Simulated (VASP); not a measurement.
Wanted: the native input for a VASP 6.6.1 run.

```yaml
Task: electric field gradients
Functional: LDA
Potentials_or_basis: VASP PAW LDA potentials, release 64 (La, Te)
Cutoff: 520 eV
k_mesh: 10 × 10 × 10
Occupations: fermi-dirac, width 0.08 eV
Spin: no spin polarisation
Dipole_correction: no
Further_INCAR_settings: ALGO = Normal; EDIFF = 1e-08; NBANDS = 16
```

The structure of LaTe lies in POSCAR:

```
LaTe
1.0
   -0.0642200000      3.1788900000      3.1788900000
    3.1788900000     -0.0642200000      3.1788900000
    3.1788900000      3.1788900000     -0.0642200000
La Te
1 1
Direct
    0.0000000000      0.0000000000      0.0000000000
    0.5000000000      0.5000000000      0.5000000000
```

This cell differs from its parent crystal: equal xy, yz and zx shear strains of -2 %.

The input as run:

INCAR

```
SYSTEM = LaTe
  ALGO = Normal
  EDIFF = 1E-8
  ENCUT = 520
  GGA = CA
  ISIF = 2
  ISMEAR = -1
  LASPH = .TRUE.
  LCHARG = .FALSE.
  LEFG = .TRUE.
  LREAL = .FALSE.
  LWAVE = .FALSE.
  NBANDS = 16
  NELM = 80
  PREC = Accurate
  SIGMA = 0.08
```

KPOINTS

```
k-points
0
G
  10 10 10
  0 0 0
```

Potentials or basis: VASP PAW LDA potentials, release 64 (La, Te).

Run with:

```bash
$ cat potpaw_LDA.64/La/POTCAR potpaw_LDA.64/Te/POTCAR > POTCAR
$ mpirun -np 1 vasp_std > vasp.out
```

Results of the run:

The pressure is -2.1 GPa. The band gap on the k mesh is zero (an odd number of electrons rules out a gap without spin polarisation). The largest electric field gradient by atom is La +3.5; Te -6.0 V/Å².

Caveat: the cell differs from its parent crystal (equal xy, yz and zx shear strains of -2 %); without QUAD_EFG the Cq values of the log hold for a quadrupole moment of 1 mb, not for the nuclei; spin-orbit coupling is left out, which moves the levels of the heavy elements.

It took 3.1 min on 1 thread of Oxide Virtual Turin-like Processor, with other jobs on the host, peak memory 0.26 GiB.
